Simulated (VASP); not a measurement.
# CuO (P1) in VASP: notebook

The runs below take CuO through single point, with BLYP, LDA.

Program: VASP 6.6.1. These are calculated values, not measurements. Logs are shortened: lines on timing, memory, paths and dates and some standing lists are left out, and cuts for length are marked.

### Step 1. The cell of the first run

The typed cell holds 4 atoms: a = 3.033 Å, b = 3.033 Å, c = 5.253 Å, α = 73.22°, β = 73.22°, γ = 60.00°.

### Step 2. Single point, BLYP

INCAR

```
SYSTEM = CuO
PREC     = Accurate       ! precision mode
ENCUT    = 520            ! plane-wave cutoff, eV
EDIFF    = 1E-6           ! SCF threshold, eV
ISMEAR   = -1             ! smearing method
SIGMA    = 0.05           ! smearing width, eV
LREAL    = .False.        ! projectors in reciprocal space
LASPH    = .True.         ! aspherical terms in the spheres
NELM     = 100            ! most SCF steps
ALGO     = Normal         ! electronic algorithm
ISIF     = 2              ! what is computed and relaxed
LWAVE    = .False.        ! write WAVECAR
LCHARG   = .True.         ! write CHGCAR
GGA      = B5             ! functional
ALDAX    = 1.0          
AGGAX    = 1.0          
AGGAC    = 1.0          
ALDAC    = 0.0          
LELF     = .True.         ! ELF
LVHAR    = .True.       
NBANDS   = 25             ! bands
```

KPOINTS

```
regular mesh
0
Gamma
  10 10 6
  0 0 0
```

POSCAR

```
CuO
1.0
    0.0000000000     -2.1444126677     -2.1444126677
   -2.1444126677      0.0000000000     -2.1444126677
    2.1444126677      2.1444126677     -4.2888253355
Cu O
2 2
Direct
    0.5038875400      0.4769880100      0.4880064000
    0.0038875400      0.9769880100      0.9880064000
    0.7461124600      0.7730119900      0.7619936000
    0.2461124600      0.2730119900      0.2619936000
```

Potentials or basis: VASP PAW PBE potentials, release 64 (Cu, O).

Command:

```bash
$ cat potpaw_PBE.64/Cu/POTCAR potpaw_PBE.64/O/POTCAR > POTCAR
$ mpirun -np 1 vasp_std > vasp.out
```

OUTCAR:

```text
SYSTEM = CuO
   PREC = Accurate
   ENCUT = 520
   EDIFF = 1E-6
   ISMEAR = -1
   LREAL = .False.
   LASPH = .True.
   NELM = 100
   ISIF = 2
   GGA = B5

 ion  position               nearest neighbor table
   1  0.504  0.477  0.488-   4 1.96   4 2.09   3 2.11   4 2.20   3 2.22   3 2.33
   2  0.004  0.977  0.988-   3 1.96   3 2.09   4 2.11   3 2.20   4 2.22   4 2.33
   3  0.746  0.773  0.762-   2 1.96   2 2.09   1 2.11   2 2.20   1 2.22   1 2.33
   4  0.246  0.273  0.262-   1 1.96   1 2.09   2 2.11   1 2.20   2 2.22   2 2.33

  LATTYP: Found a trigonal (rhomboedric) cell.
 ALAT       =     5.2527168339
 COS(alpha) =     0.8333333333

  Lattice vectors:

 A1 = (   2.1444126677,   4.2888253354,  -2.1444126678)
 A2 = (   4.2888253354,   2.1444126677,  -2.1444126678)
 A3 = (   2.1444126677,   2.1444126677,  -4.2888253355)

Analysis of symmetry for initial positions (statically):
=====================================================================
 Subroutine PRICEL returns following result:

  LATTYP: Found a face centered cubic cell.
 ALAT       =     4.2888253355

  Lattice vectors:

 A1 = (   0.0000000000,  -2.1444126677,   2.1444126678)
 A2 = (   2.1444126677,  -2.1444126677,   0.0000000000)
 A3 = (   2.1444126677,   0.0000000000,   2.1444126677)

   2 primitive cells build up your supercell.

 Routine SETGRP: Setting up the symmetry group for a
 trigonal (rhombohedral) supercell.

 Subroutine GETGRP returns: Found  1 space group operations
 (whereof  1 operations were pure point group operations)
 out of a pool of 12 trial point group operations.

The static configuration has the point symmetry C_1 .

Analysis of symmetry for dynamics (positions and initial velocities):
=====================================================================
 Subroutine PRICEL returns following result:

  LATTYP: Found a face centered cubic cell.
 ALAT       =     4.2888253355

  Lattice vectors:

 A1 = (   0.0000000000,  -2.1444126677,   2.1444126678)
 A2 = (   2.1444126677,  -2.1444126677,   0.0000000000)
 A3 = (   2.1444126677,   0.0000000000,   2.1444126677)

   2 primitive cells build up your supercell.

 Routine SETGRP: Setting up the symmetry group for a
 trigonal (rhombohedral) supercell.

 Subroutine GETGRP returns: Found  1 space group operations
 (whereof  1 operations were pure point group operations)
 out of a pool of 12 trial point group operations.

The dynamic configuration has the point symmetry C_1 .

[... 104 lines left out ...]
   total plane-waves  NPLWV =  23040
   dimension x,y,z NGX =    24 NGY =   24 NGZ =   40
   dimension x,y,z NGXF=    48 NGYF=   48 NGZF=   80
   ions per type =               2   2
   NGX,Y,Z   is equivalent  to a cutoff of  13.16, 13.16, 12.66 a.u.
   NGXF,Y,Z  is equivalent  to a cutoff of  26.31, 26.31, 25.32 a.u.
 SYSTEM =  CuO
   PREC   = accura    normal or accurate (medium, high low for compatibility)
   ISTART =      0    job   : 0-new  1-cont  2-samecut
   ICHARG =      2    charge: 1-file 2-atom 10-const
   ISPIN  =      1    spin polarized calculation?
   LNONCOLLINEAR =      F non collinear calculations
   LSORBIT =      F    spin-orbit coupling
   LASPH  =      T    aspherical Exc in radial PAW
   ENCUT  =  520.0 eV  38.22 Ry    6.18 a.u.   5.64  5.64  9.77*2*pi/ulx,y,z
   NELM   =    100;   NELMIN=  2; NELMDL= -5     # of ELM steps
   EDIFF  = 0.1E-05   stopping-criterion for ELM
   LREAL  =      F    real-space projection
[... 7 lines left out ...]
   TEBEG  =    0.0;   TEEND  =   0.0 temperature during run
   PSTRESS=    0.0 pullay stress
   NELECT =      34.0000    total number of electrons
   NUPDOWN=      -1.0000    fix difference up-down
   EMIN   =  10.00;   EMAX   =-10.00  energy-range for DOS
   EFERMI =   0.00;   METHOD = LEGACY
   ISMEAR =    -1;   SIGMA  =   0.05  broadening in eV -4-tet -1-fermi 0-gaus
   EFERMI_NEDOS =   21; number of points for ismear=-14 and -15
   IALGO  =     38    algorithm
   IMIX   =      4    mixing-type and parameters
     AMIX     =   0.40;   BMIX     =  1.00
     AMIX_MAG =   1.60;   BMIX_MAG =  1.00
  volume/ion in A,a.u.               =       9.86        66.55
  Fermi-wavevector in a.u.,A,eV,Ry     =   1.558019  2.944229 33.027102  2.427423
  Thomas-Fermi vector in A             =   2.661585
   LORBIT       =      0    0 simple, 1 ext, 2 COOP (PROOUT), +10 PAW based schemes
   GGA     = B5    functional components
   LHFCALC =     F    Hartree Fock is set to
   AEXX    =    0.0000 exact exchange contribution
   IVDW    =     0    specifies the selected vdW correction
   LEPSILON=     F    determine dielectric tensor
   LRPA    =     F    only Hartree local field effects (RPA)
 non-spin polarized calculation
  energy-cutoff  :      520.00
  volume of cell :       39.44
 maximum number of plane-waves:      1075
   NGX = 11   NGY = 11   NGZ = 19

 number of electron      34.0000022 magnetization

 Free energy of the ion-electron system (eV)
  ---------------------------------------------------
  ext. energy  EPLUGINS =         0.00000000
  ---------------------------------------------------
  free energy    TOTEN  =       -17.24207958 eV

  energy without entropy =      -17.21487902  energy(sigma->0) =      -17.22847930

 E-fermi :   6.0202     XC(G=0): -11.6262

 val. band max:        6.0174236327   @ k =   0.1000   0.5000   0.3333
 cond. band min:       6.0213838430   @ k =  -0.2000   0.1000  -0.0000
 fundamental gap:      0.0039602103
 Fermi energy:         6.0201888921

 k-point     1 :       0.0000    0.0000    0.0000
  band No.  band energies     occupation
      1     -13.1150      2.00000
      2     -11.9709      2.00000
      3      -1.0144      2.00000
      4       1.2544      2.00000
      5       1.4160      2.00000
      6       2.7097      2.00000
[... 661 lines left out ...]
     24      17.5715      0.00000
     25      19.6544      0.00000

 [... further k-points ...]
[... 5 lines left out ...]
  --------------------------------------------------------------------------------------
  -------------------------------------------------------------------------------------
  Total        0.8831200      1.0429026      2.6097343      0.0433266      0.2091408     -0.1371607
  in kB       35.8711429     42.3612969    106.0038893      1.7598666      8.4950152     -5.5712816
  external PRESSURE =      61.4121097 kB  Pullay stress =       0.0000000 kB

 VOLUME and BASIS-vectors are now :
 -----------------------------------------------------------------------------
  energy-cutoff  :      520.00
  volume of cell :       39.44
      direct lattice vectors                 reciprocal lattice vectors
     0.000000000 -2.144412668 -2.144412668     0.116582038 -0.349746115 -0.116582038
    -2.144412668  0.000000000 -2.144412668    -0.349746115  0.116582038 -0.116582038
     2.144412668  2.144412668 -4.288825336     0.116582038  0.116582038 -0.116582038

 POSITION                                       TOTAL-FORCE (eV/Angst)
 -----------------------------------------------------------------------------------
      0.02363     -0.03406     -4.19638        -0.196079      0.280879     -1.031193
      0.02363      2.11036     -6.34079        -0.196079      0.280879     -1.031193
     -0.02363      0.03406     -6.52569         0.196079     -0.280879      1.031193
     -0.02363      0.03406     -2.23686         0.196079     -0.280879      1.031193
 -----------------------------------------------------------------------------------
    total drift:                               -0.000045     -0.000039      0.001560

  FREE ENERGIE OF THE ION-ELECTRON SYSTEM (eV)
  ---------------------------------------------------
  free  energy   TOTEN  =       -17.2420795813 eV

  energy  without entropy=      -17.2148790200  energy(sigma->0) =      -17.22847930
```

OSZICAR:

```text
N       E                     dE             d eps       ncg     rms          rms(c)
DAV:   1     0.297598503329E+03    0.29760E+03   -0.16422E+04 16305   0.219E+03
DAV:   2     0.124792424423E+02   -0.28512E+03   -0.26424E+03 15691   0.403E+02
DAV:   3    -0.222240436801E+02   -0.34703E+02   -0.32646E+02 18223   0.154E+02
DAV:   4    -0.234092956594E+02   -0.11853E+01   -0.11751E+01 18595   0.308E+01
DAV:   5    -0.234300693859E+02   -0.20774E-01   -0.20765E-01 18993   0.363E+00    0.164E+01
DAV:   6    -0.202338462570E+02    0.31962E+01   -0.34227E+01 21144   0.134E+02    0.129E+01
DAV:   7    -0.171811840756E+02    0.30527E+01   -0.89893E+00 18409   0.108E+02    0.245E+00
DAV:   8    -0.172842630513E+02   -0.10308E+00   -0.15391E+00 17970   0.905E+00    0.154E+00
DAV:   9    -0.172559119263E+02    0.28351E-01   -0.78496E-02 25495   0.938E+00    0.932E-01
DAV:  10    -0.172418900656E+02    0.14022E-01   -0.29237E-02 24251   0.531E+00    0.303E-01
DAV:  11    -0.172421334552E+02   -0.24339E-03   -0.11106E-02 18198   0.894E-01    0.777E-02
DAV:  12    -0.172421069761E+02    0.26479E-04   -0.27551E-04 21805   0.161E-01    0.460E-02
DAV:  13    -0.172420798552E+02    0.27121E-04   -0.51847E-05 23123   0.187E-01    0.108E-02
DAV:  14    -0.172420795813E+02    0.27388E-06   -0.42037E-06 18949   0.527E-02
   1 F= -.17242080E+02 E0= -.17228479E+02  d E =-.272006E-01
```

It took 1.7 min on 1 thread of Intel Xeon 6975P-C (Granite Rapids), shared host; peak memory 0.35 GiB.

Results:

| Property | Result |
| --- | --- |
| Free energy | -17.2421 eV |
| Pressure | 6.1 GPa |
| Largest force | 1.087 eV/Å |
| Band gap on the k mesh | zero (bands 17 and 18 overlap by 1.07 eV) |

Forces on the atoms (eV/Å):
```
Cu  -0.196  0.281 -1.031
Cu  -0.196  0.281 -1.031
O    0.196 -0.281  1.031
O    0.196 -0.281  1.031
```

Stress tensor (GPa, compression positive):
```
 3.59  0.18 -0.56
 0.18  4.24  0.85
-0.56  0.85 10.60
```

Levels at points of the mesh, in eV from the Fermi level:
```csv
k point,band 14,band 15,band 16,band 17,band 18,band 19,band 20,band 21
"(0.00, 0.00, 0.00)",-1.46,-1.43,-1.09,0.51,0.65,1.47,6.19,9.17
"(0.50, 0.00, 0.00)",-1.55,-0.73,-0.73,-0.27,-0.27,7.02,7.02,9.59
"(0.00, 0.50, 0.00)",-1.49,-0.59,-0.59,-0.28,-0.28,7.04,7.04,9.52
"(0.50, 0.50, 0.00)",-1.69,-1.54,-1.44,0.48,0.62,5.38,6.20,9.17
"(0.00, 0.00, 0.50)",-1.82,-0.16,-0.16,-0.05,-0.05,4.20,4.20,12.11
"(0.50, 0.00, 0.50)",-1.60,-1.46,-1.46,0.45,0.56,5.41,6.22,9.17
"(0.00, 0.50, 0.50)",-1.58,-1.46,-1.40,0.66,0.70,5.42,6.14,9.16
"(0.50, 0.50, 0.50)",-1.57,-0.71,-0.71,-0.42,-0.42,7.00,7.00,9.70
```

Caveat: the stress differs along the axes, from 4 to 11 GPa; the PAW data sets were made with another functional, which shifts forces and pressure a little; semilocal functionals often make such compounds metallic where correlation or magnetic order opens a gap, which also shifts bond lengths.

### Step 3. Single point, LDA

This run uses another cell than the first one, of 10.05 Å³/atom.

INCAR

```
  PREC = Accurate
  ENCUT = 520
  EDIFF = 1E-6
  ISMEAR = -1
  SIGMA = 0.05
  LREAL = False
  LASPH = True
  NELM = 60
  ALGO = Normal
  ISIF = 2
  LWAVE = False
  LCHARG = False
  NBANDS = 25
```

KPOINTS

```
regular mesh
0
Gamma
  10 10 6
```

POSCAR

```
CuO
1.0
    0.0000000000     -2.1580717154     -2.1580717154
   -2.1580717154      0.0000000000     -2.1580717154
    2.1580717154      2.1580717154     -4.3161434309
Cu O
2 2
Direct
    0.5038875400      0.4769880100      0.4880064000
    0.0038875400      0.9769880100      0.9880064000
    0.7461124600      0.7730119900      0.7619936000
    0.2461124600      0.2730119900      0.2619936000
```

Potentials or basis: VASP PAW LDA potentials, release 64 (Cu, O).

Command:

```bash
$ cat potpaw_LDA.64/Cu/POTCAR potpaw_LDA.64/O/POTCAR > POTCAR
$ mpirun -np 1 vasp_std > vasp.out
```

OUTCAR:

```text
PREC = Accurate
   ENCUT = 520
   EDIFF = 1E-6
   ISMEAR = -1
   LREAL = False
   LASPH = True
   NELM = 60
   ISIF = 2

 ion  position               nearest neighbor table
   1  0.504  0.477  0.488-   4 1.97   4 2.10   3 2.12   4 2.21   3 2.23   3 2.35
   2  0.004  0.977  0.988-   3 1.97   3 2.10   4 2.12   3 2.21   4 2.23   4 2.35
   3  0.746  0.773  0.762-   2 1.97   2 2.10   1 2.12   2 2.21   1 2.23   1 2.35
   4  0.246  0.273  0.262-   1 1.97   1 2.10   2 2.12   1 2.21   2 2.23   2 2.35

  LATTYP: Found a trigonal (rhomboedric) cell.
 ALAT       =     5.2861745311
 COS(alpha) =     0.8333333333
[... 907 lines left out ...]
  --------------------------------------------------------------------------------------
  -------------------------------------------------------------------------------------
  Total       -5.2397789     -5.1132489     -3.8706598      0.0192120      0.1139019     -0.0700790
  in kB     -208.8170390   -203.7745334   -154.2545454      0.7656428      4.5392486     -2.7928072
  external PRESSURE =    -188.9487059 kB  Pullay stress =       0.0000000 kB

 VOLUME and BASIS-vectors are now :
 -----------------------------------------------------------------------------
  energy-cutoff  :      520.00
  volume of cell :       40.20
      direct lattice vectors                 reciprocal lattice vectors
     0.000000000 -2.158071715 -2.158071715     0.115844158 -0.347532473 -0.115844158
    -2.158071715  0.000000000 -2.158071715    -0.347532473  0.115844158 -0.115844158
     2.158071715  2.158071715 -4.316143431     0.115844158  0.115844158 -0.115844158

 POSITION                                       TOTAL-FORCE (eV/Angst)
 -----------------------------------------------------------------------------------
      0.02378     -0.03427     -4.22311        -0.131458      0.184756     -0.726155
      0.02378      2.12380     -6.38118        -0.131458      0.184756     -0.726155
     -0.02378      0.03427     -6.56725         0.131458     -0.184756      0.726155
     -0.02378      0.03427     -2.25111         0.131458     -0.184756      0.726155
 -----------------------------------------------------------------------------------
    total drift:                               -0.000280      0.000861      0.000873

  FREE ENERGIE OF THE ION-ELECTRON SYSTEM (eV)
  ---------------------------------------------------
  free  energy   TOTEN  =       -22.2881602942 eV

  energy  without entropy=      -22.2609527438  energy(sigma->0) =      -22.27455652
```

OSZICAR:

```text
N       E                     dE             d eps       ncg     rms          rms(c)
DAV:   1     0.291617734577E+03    0.29162E+03   -0.16243E+04 16161   0.220E+03
DAV:   2     0.828057634639E+01   -0.28334E+03   -0.26294E+03 15646   0.401E+02
DAV:   3    -0.265078365494E+02   -0.34788E+02   -0.32632E+02 18797   0.154E+02
DAV:   4    -0.277338976272E+02   -0.12261E+01   -0.12149E+01 19447   0.313E+01
DAV:   5    -0.277513017340E+02   -0.17404E-01   -0.17397E-01 19601   0.331E+00    0.156E+01
DAV:   6    -0.256738015588E+02    0.20775E+01   -0.34893E+01 21713   0.141E+02    0.135E+01
DAV:   7    -0.222625054466E+02    0.34113E+01   -0.92028E+00 18489   0.111E+02    0.231E+00
DAV:   8    -0.223487265097E+02   -0.86221E-01   -0.14628E+00 16898   0.862E+00    0.150E+00
DAV:   9    -0.222975784377E+02    0.51148E-01   -0.54630E-02 25064   0.788E+00    0.742E-01
DAV:  10    -0.222886958651E+02    0.88826E-02   -0.16833E-02 24381   0.395E+00    0.292E-01
DAV:  11    -0.222881330502E+02    0.56281E-03   -0.73100E-03 19194   0.691E-01    0.425E-02
DAV:  12    -0.222881824960E+02   -0.49446E-04   -0.26187E-04 20699   0.162E-01    0.592E-02
DAV:  13    -0.222881627545E+02    0.19741E-04   -0.37132E-05 21506   0.598E-02    0.152E-02
DAV:  14    -0.222881604544E+02    0.23001E-05   -0.93021E-06 21961   0.279E-02    0.555E-03
DAV:  15    -0.222881602942E+02    0.16016E-06   -0.41164E-07  8484   0.689E-03
   1 F= -.22288160E+02 E0= -.22274557E+02  d E =-.272076E-01
```

Wall time 1.9 min (1 thread of Intel Xeon 6975P-C (Granite Rapids), shared host); peak memory 0.34 GiB.

What came out:

```
Free energy            : -22.2882 eV
Pressure               : -18.9 GPa
Largest force          : 0.761 eV/Å
Band gap on the k mesh : zero (bands 17 and 18 overlap by 1.06 eV)
```

Forces on the atoms (eV/Å):
```
Cu  -0.131  0.185 -0.726
Cu  -0.131  0.185 -0.726
O    0.131 -0.185  0.726
O    0.131 -0.185  0.726
```

Stress tensor (GPa, compression positive):
```
-20.88   0.08  -0.28
  0.08 -20.38   0.45
 -0.28   0.45 -15.43
```

Caveat: the stress differs along the axes, from -21 to -15 GPa; semilocal functionals often make such compounds metallic where correlation or magnetic order opens a gap, which also shifts bond lengths. With open d or f shells a metallic result of LDA can be an artefact of self-interaction; +U or a hybrid may open a gap.
